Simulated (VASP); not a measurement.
# GaAs (F-43m) in VASP: notebook, part 2 of 2

VASP 6.6.1.

## (5) Single point, PBE

This run uses another cell than the first one, of 23.27 Å³/atom.

The input, INCAR:

```
SYSTEM = GaAs
PREC = Accurate
ENCUT = 520
EDIFF = 1E-7
ISMEAR = -1
SIGMA = 0.02
LREAL = .FALSE.
LASPH = .TRUE.
NELM = 80
ALGO = Normal
ISIF = 2
LWAVE = .FALSE.
LCHARG = .FALSE.
GGA = PE
NBANDS = 16
```

The input, KPOINTS:

```
Automatic mesh
0
G
  12 12 12
  0 0 0
```

The input, POSCAR:

```
GaAs
1.0
    0.0000000000      2.8548404342      2.8548404342
    2.8548404342      0.0000000000      2.8548404342
    2.8548404342      2.8548404342      0.0000000000
As Ga
1 1
Direct
    0.7500000000      0.7500000000      0.7500000000
    0.0000000000      0.0000000000      0.0000000000
```

Potentials or basis: VASP PAW PBE potentials, release 64 (As, Ga_d).

The run is started by

```console
cat potpaw_PBE.64/As/POTCAR potpaw_PBE.64/Ga_d/POTCAR > POTCAR
mpirun -np 1 vasp_std > vasp.out
```

OUTCAR:

```text
SYSTEM = GaAs
   PREC = Accurate
   ENCUT = 520
   EDIFF = 1E-7
   ISMEAR = -1
   LREAL = .FALSE.
   LASPH = .TRUE.
   NELM = 80
   ISIF = 2
   GGA = PE

 ion  position               nearest neighbor table
   1  0.750  0.750  0.750-   2 2.47   2 2.47   2 2.47   2 2.47
   2  0.000  0.000  0.000-   1 2.47   1 2.47   1 2.47   1 2.47

  LATTYP: Found a face centered cubic cell.
 ALAT       =     5.7096808684

  Lattice vectors:

 A1 = (   0.0000000000,   2.8548404342,   2.8548404342)
 A2 = (   2.8548404342,   0.0000000000,   2.8548404342)
 A3 = (   2.8548404342,   2.8548404342,   0.0000000000)

Analysis of symmetry for initial positions (statically):
=====================================================================
 Subroutine PRICEL returns:
 Original cell was already a primitive cell.

 Routine SETGRP: Setting up the symmetry group for a
 face centered cubic supercell.

 Subroutine GETGRP returns: Found 24 space group operations
 (whereof 24 operations were pure point group operations)
 out of a pool of 48 trial point group operations.

The static configuration has the point symmetry T_d .

Analysis of symmetry for dynamics (positions and initial velocities):
=====================================================================
 Subroutine PRICEL returns:
 Original cell was already a primitive cell.

 Routine SETGRP: Setting up the symmetry group for a
 face centered cubic supercell.

 Subroutine GETGRP returns: Found 24 space group operations
 (whereof 24 operations were pure point group operations)
 out of a pool of 48 trial point group operations.

The dynamic configuration has the point symmetry T_d .

 Subroutine INISYM returns: Found 24 space group operations
 (whereof 24 operations are pure point group operations),
 and found     1 'primitive' translations

----------------------------------------------------------------------------------------

                                     Primitive cell

  volume of cell :      46.5345

  direct lattice vectors                    reciprocal lattice vectors
     0.000000000  2.854840434  2.854840434    -0.175141137  0.175141137  0.175141137
     2.854840434  0.000000000  2.854840434     0.175141137 -0.175141137  0.175141137
     2.854840434  2.854840434  0.000000000     0.175141137  0.175141137 -0.175141137

  length of vectors
     4.037354060  4.037354060  4.037354060     0.303353348  0.303353348  0.303353348

  position of ions in fractional coordinates (direct lattice)
     0.750000000  0.750000000  0.750000000
     0.000000000  0.000000000  0.000000000

  ion indices of the primitive-cell ions
   primitive index   ion index
                 1           1
                 2           2

----------------------------------------------------------------------------------------

 KPOINTS: Automatic mesh

Automatic generation of k-mesh.
 Grid dimensions read from file:
 generate k-points for:   12   12   12

 Generating k-lattice:

  Cartesian coordinates                     Fractional coordinates (reciprocal lattice)
    -0.014595095  0.014595095  0.014595095     0.083333333  0.000000000  0.000000000
     0.014595095 -0.014595095  0.014595095     0.000000000  0.083333333  0.000000000
     0.014595095  0.014595095 -0.014595095     0.000000000  0.000000000  0.083333333

  Length of vectors
     0.025279446  0.025279446  0.025279446

  Shift w.r.t. Gamma in fractional coordinates (k-lattice)
     0.000000000  0.000000000  0.000000000

 Subroutine IBZKPT returns following result:
 ===========================================

 Found     72 irreducible k-points:

 Following reciprocal coordinates:
            Coordinates               Weight
  0.000000  0.000000  0.000000      1.000000
  0.083333  0.000000  0.000000      8.000000
  0.166667  0.000000  0.000000      8.000000
  0.250000  0.000000  0.000000      8.000000
  0.333333  0.000000  0.000000      8.000000
  0.416667  0.000000  0.000000      8.000000
[... 16 lines left out ...]
  0.500000  0.166667  0.000000     24.000000
 -0.416667  0.166667  0.000000     24.000000
 [... further k-points ...]
   k-points           NKPTS =     72   k-points in BZ     NKDIM =     72   number of bands    NBANDS=     16
   number of dos      NEDOS =    301   number of ions     NIONS =      2
   total plane-waves  NPLWV =  27000
   dimension x,y,z NGX =    30 NGY =   30 NGZ =   30
   dimension x,y,z NGXF=    60 NGYF=   60 NGZF=   60
   ions per type =               1   1
   NGX,Y,Z   is equivalent  to a cutoff of  12.35, 12.35, 12.35 a.u.
   NGXF,Y,Z  is equivalent  to a cutoff of  24.71, 24.71, 24.71 a.u.
 SYSTEM =  GaAs
   PREC   = accura    normal or accurate (medium, high low for compatibility)
   ISTART =      0    job   : 0-new  1-cont  2-samecut
   ICHARG =      2    charge: 1-file 2-atom 10-const
   ISPIN  =      1    spin polarized calculation?
   LNONCOLLINEAR =      F non collinear calculations
   LSORBIT =      F    spin-orbit coupling
   LASPH  =      T    aspherical Exc in radial PAW
   ENCUT  =  520.0 eV  38.22 Ry    6.18 a.u.   7.51  7.51  7.51*2*pi/ulx,y,z
   NELM   =     80;   NELMIN=  2; NELMDL= -5     # of ELM steps
   EDIFF  = 0.1E-06   stopping-criterion for ELM
   LREAL  =      F    real-space projection
   EDIFFG = 0.1E-05   stopping-criterion for IOM
   NSW    =      0    number of steps for IOM
   IBRION =     -1    ionic relax: 0-MD 1-quasi-New 2-CG
   NFREE  =      0    steps in history (QN), initial steepest desc. (CG)
   ISIF   =      2    stress and relaxation
   ISYM   =      2    0-nonsym 1-usesym 2-fastsym
   POTIM  = 0.5000    time-step for ionic-motion
   TEBEG  =    0.0;   TEEND  =   0.0 temperature during run
   PSTRESS=    0.0 pullay stress
   NELECT =      18.0000    total number of electrons
   NUPDOWN=      -1.0000    fix difference up-down
   EMIN   =  10.00;   EMAX   =-10.00  energy-range for DOS
   EFERMI =   0.00;   METHOD = LEGACY
   ISMEAR =    -1;   SIGMA  =   0.02  broadening in eV -4-tet -1-fermi 0-gaus
   EFERMI_NEDOS =   21; number of points for ismear=-14 and -15
   IALGO  =     38    algorithm
   IMIX   =      4    mixing-type and parameters
     AMIX     =   0.40;   BMIX     =  1.00
     AMIX_MAG =   1.60;   BMIX_MAG =  1.00
  volume/ion in A,a.u.               =      23.27       157.02
  Fermi-wavevector in a.u.,A,eV,Ry     =   1.192817  2.254097 19.358539  1.422812
  Thomas-Fermi vector in A             =   2.328846
   LORBIT       =      0    0 simple, 1 ext, 2 COOP (PROOUT), +10 PAW based schemes
   GGA     = PE    functional components
   LHFCALC =     F    Hartree Fock is set to
   AEXX    =    0.0000 exact exchange contribution
   IVDW    =     0    specifies the selected vdW correction
   LEPSILON=     F    determine dielectric tensor
   LRPA    =     F    only Hartree local field effects (RPA)
 non-spin polarized calculation
  energy-cutoff  :      520.00
  volume of cell :       46.53
 maximum number of plane-waves:      1283
   NGX = 15   NGY = 15   NGZ = 15

 number of electron      17.9999984 magnetization

 Free energy of the ion-electron system (eV)
  ---------------------------------------------------
  ext. energy  EPLUGINS =         0.00000000
  ---------------------------------------------------
  free energy    TOTEN  =        -8.27208983 eV

  energy without entropy =       -8.27208945  energy(sigma->0) =       -8.27208964

 E-fermi :   3.8189     XC(G=0):  -9.4559

 val. band max:        3.6573994578   @ k =   0.0000   0.0000   0.0000
 cond. band min:       3.9577089626   @ k =   0.0000   0.0000   0.0000
 fundamental gap:      0.3003095048
 Fermi energy:         3.8189290276

 k-point     1 :       0.0000    0.0000    0.0000
  band No.  band energies     occupation
      1     -11.0975      2.00000
      2     -11.0975      2.00000
      3     -11.0975      2.00000
      4     -11.0253      2.00000
      5     -11.0253      2.00000
      6      -8.8597      2.00000
[... 8 lines left out ...]
     15      13.7074      0.00000
     16      13.7074      0.00000
[... 419 lines left out ...]
 k-point    24 :      -0.4167    0.1667    0.0000
  band No.  band energies     occupation
      1     -11.1720      2.00000
      2     -11.0764      2.00000
      3     -11.0734      2.00000
      4     -11.0259      2.00000
      5     -11.0227      2.00000
      6      -7.0053      2.00000
[... 8 lines left out ...]
     15      13.9340      0.00000
     16      14.6567      0.00000

 [... further k-points ...]

------------------------ aborting loop because EDIFF is reached ----------------------------------------

  FORCE on cell =-STRESS in cart. coord.  units (eV):
  Direction    XX          YY          ZZ          XY          YZ          ZX
  --------------------------------------------------------------------------------------
  -------------------------------------------------------------------------------------
  Total        0.3984647      0.3984647      0.3984647      0.0000000      0.0000000     -0.0000000
  in kB       13.7190769     13.7190769     13.7190769      0.0000000      0.0000000     -0.0000000
  external PRESSURE =      13.7190769 kB  Pullay stress =       0.0000000 kB

 VOLUME and BASIS-vectors are now :
 -----------------------------------------------------------------------------
  energy-cutoff  :      520.00
  volume of cell :       46.53
      direct lattice vectors                 reciprocal lattice vectors
     0.000000000  2.854840434  2.854840434    -0.175141137  0.175141137  0.175141137
     2.854840434  0.000000000  2.854840434     0.175141137 -0.175141137  0.175141137
     2.854840434  2.854840434  0.000000000     0.175141137  0.175141137 -0.175141137

 POSITION                                       TOTAL-FORCE (eV/Angst)
 -----------------------------------------------------------------------------------
      4.28226      4.28226      4.28226        -0.000000     -0.000000     -0.000000
      0.00000      0.00000      0.00000         0.000000      0.000000      0.000000
 -----------------------------------------------------------------------------------
    total drift:                               -0.000002     -0.000002     -0.000002

  FREE ENERGIE OF THE ION-ELECTRON SYSTEM (eV)
  ---------------------------------------------------
  free  energy   TOTEN  =        -8.2720898317 eV

  energy  without entropy=       -8.2720894457  energy(sigma->0) =       -8.27208964
```

OSZICAR:

```text
N       E                     dE             d eps       ncg     rms          rms(c)
DAV:   1     0.817338229831E+02    0.81734E+02   -0.89261E+03  2352   0.154E+03
DAV:   2    -0.201953494775E+01   -0.83753E+02   -0.79634E+02  2648   0.302E+02
DAV:   3    -0.832594136263E+01   -0.63064E+01   -0.62843E+01  2864   0.647E+01
DAV:   4    -0.842393107301E+01   -0.97990E-01   -0.97977E-01  2848   0.895E+00
DAV:   5    -0.842534157173E+01   -0.14105E-02   -0.14104E-02  2888   0.973E-01    0.281E+00
DAV:   6    -0.828860384653E+01    0.13674E+00   -0.21048E-01  3592   0.766E+00    0.169E+00
DAV:   7    -0.827071929779E+01    0.17885E-01   -0.59497E-02  2792   0.172E+00    0.557E-01
DAV:   8    -0.827157344270E+01   -0.85414E-03   -0.99003E-03  2760   0.111E+00    0.996E-02
DAV:   9    -0.827197088824E+01   -0.39745E-03   -0.92461E-04  2864   0.364E-01    0.516E-02
DAV:  10    -0.827203729053E+01   -0.66402E-04   -0.69150E-05  3120   0.808E-02    0.280E-02
DAV:  11    -0.827208914764E+01   -0.51857E-04   -0.73828E-05  2584   0.632E-02    0.338E-03
DAV:  12    -0.827208946961E+01   -0.32197E-06   -0.11803E-06  2928   0.146E-02    0.145E-03
DAV:  13    -0.827208983947E+01   -0.36985E-06   -0.53669E-07  2808   0.515E-03    0.635E-04
DAV:  14    -0.827208983175E+01    0.77180E-08   -0.88860E-09  2224   0.960E-04
   1 F= -.82720898E+01 E0= -.82720896E+01  d E =-.386016E-06
```

Run time: 1.7 min. Hardware: 1 thread of Intel Xeon 8259CL, shared host; peak memory 0.2 GiB.

Results:

* Free energy: -8.2721 eV
* Pressure: 1.4 GPa
* Band gap on the k mesh: 0.30 eV

Levels at points of the mesh, in eV from the valence-band top:
```csv
k point,band 5,band 6,band 7,band 8,band 9,band 10,band 11,band 12,band 13,band 14
"(0.00, 0.00, 0.00)",-14.68,-12.52,0.00,0.00,0.00,0.30,3.72,3.72,3.72,7.50
"(0.50, 0.00, 0.00)",-14.68,-10.84,-6.48,-1.10,-1.10,0.92,4.62,4.62,7.72,10.18
"(0.50, 0.50, 0.00)",-14.67,-10.14,-6.68,-2.58,-2.58,1.52,1.67,9.93,9.93,10.71
```

## (6) Overview

| cell | gap on the mesh (eV) | pressure (GPa) |
| --- | --- | --- |
| a = 3.916 Å, angles 60.0°, 2 atoms | 1.00 | 8.9 |
| a = 3.957 Å, angles 60.0°, 2 atoms | 0.75 | 6.0 |
| a = 3.998 Å, angles 60.0°, 2 atoms | 0.52 | 3.5 |
| a = 4.037 Å, angles 60.0°, 2 atoms | 0.30 | 1.4 |

Alike in all rows: task single point; level PBE; potentials or basis VASP PAW PBE potentials, release 64 (As, Ga_d); no spin polarisation; k mesh 12 × 12 × 12; cutoff (eV) 520; smearing fermi-dirac 0.02 eV.

Caveats: the cell stands under pressure (at least some runs).

Total energies depend on the potentials used, so only differences within one code and one set of settings carry meaning.
